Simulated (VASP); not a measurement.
Set up this calculation in VASP 6.6.1, as the native input.

| Property | Result |
| --- | --- |
| Task | single point |
| Functional | r2SCAN |
| Potentials or basis | VASP PAW PBE potentials, release 64 (Ti_sv, O) |
| Cutoff | 520 eV |
| k mesh | 6 × 6 × 8 |
| Occupations | gaussian, width 0.01 eV |
| Spin | no spin polarisation |
| Dipole correction | no |
| Further INCAR settings | ALGO = Normal; EDIFF = 1e-06; NBANDS = 33 |

Crystal: TiO2.

```
Ti O
1.0
     4.73476    0.00000    0.00000
     0.00000    4.73476    0.00000
     0.00000    0.00000    3.04210
Ti O
2 4
Cartesian
  0.0000 0.0000 0.0000
  2.3674 2.3674 1.5210
  1.4611 1.4611 0.0000
  0.9063 3.8285 1.5210
  3.8285 0.9063 1.5210
  3.2736 3.2736 0.0000
```

This cell differs from its parent crystal: strain +3.0%.

The input as run:

POSCAR

```
TiO2
1.0
    4.7347590988      0.0000000000      0.0000000000
    0.0000000000      4.7347590988      0.0000000000
    0.0000000000      0.0000000000      3.0420960046
Ti O
2 4
Direct
    0.0000000000      0.0000000000      0.0000000000
    0.5000000000      0.5000000000      0.5000000000
    0.3085928419      0.3085928419      0.0000000000
    0.1914071581      0.8085928419      0.5000000000
    0.8085928419      0.1914071581      0.5000000000
    0.6914071581      0.6914071581      0.0000000000
```

INCAR.step1

```
SYSTEM = TiO2
PREC     = Accurate       ! precision mode
ENCUT    = 520            ! plane-wave cutoff, eV
ISMEAR   = 0              ! smearing method
SIGMA    = 0.01           ! smearing width, eV
LREAL    = .False.        ! projectors in reciprocal space
LASPH    = .True.         ! aspherical terms in the spheres
NELM     = 100            ! most SCF steps
NBANDS   = 33             ! bands
GGA      = PE             ! functional
ALGO     = Normal         ! electronic algorithm
EDIFF    = 1E-4           ! SCF threshold, eV
LWAVE    = .True.         ! write WAVECAR
LCHARG   = .False.        ! write CHGCAR
```

INCAR.step2

```
SYSTEM = TiO2
PREC     = Accurate       ! precision mode
ENCUT    = 520            ! plane-wave cutoff, eV
EDIFF    = 1E-6           ! SCF threshold, eV
ISMEAR   = 0              ! smearing method
SIGMA    = 0.01           ! smearing width, eV
LREAL    = .False.        ! projectors in reciprocal space
LASPH    = .True.         ! aspherical terms in the spheres
NELM     = 100            ! most SCF steps
ALGO     = Normal         ! electronic algorithm
ISIF     = 2              ! what is computed and relaxed
LWAVE    = .False.        ! write WAVECAR
LCHARG   = .False.        ! write CHGCAR
METAGGA  = R2SCAN         ! meta-GGA
LMIXTAU  = .True.       
NBANDS   = 33             ! bands
ISTART   = 1
```

KPOINTS

```
Automatic mesh
0
Gamma
  6 6 8
  0 0 0
```

Potentials or basis: VASP PAW PBE potentials, release 64 (Ti_sv, O).

The run is started by

```sh
$ cat potpaw_PBE.64/Ti_sv/POTCAR potpaw_PBE.64/O/POTCAR > POTCAR
$ cp INCAR.step1 INCAR
$ mpirun -np 1 vasp_std > vasp.out
$ cp INCAR.step2 INCAR
$ mpirun -np 1 vasp_std > vasp.out
```

Results of the run:

```json
{"Pressure": "-16.3 GPa", "Largest force": "0.040 eV/Å", "Band gap on the k mesh": "2.14 eV"}
```

Caveat: the cell differs from its parent crystal (strain +3.0%); the cell stands under tension; the PAW data sets were made with another functional, which shifts forces and pressure a little.

Wall time 5 min on 1 thread of Intel(R) Xeon(R) Platinum 8259CL CPU @ 2.50GHz (Skylake/Cascade Lake) (shared host), peak memory 0.24 GiB.
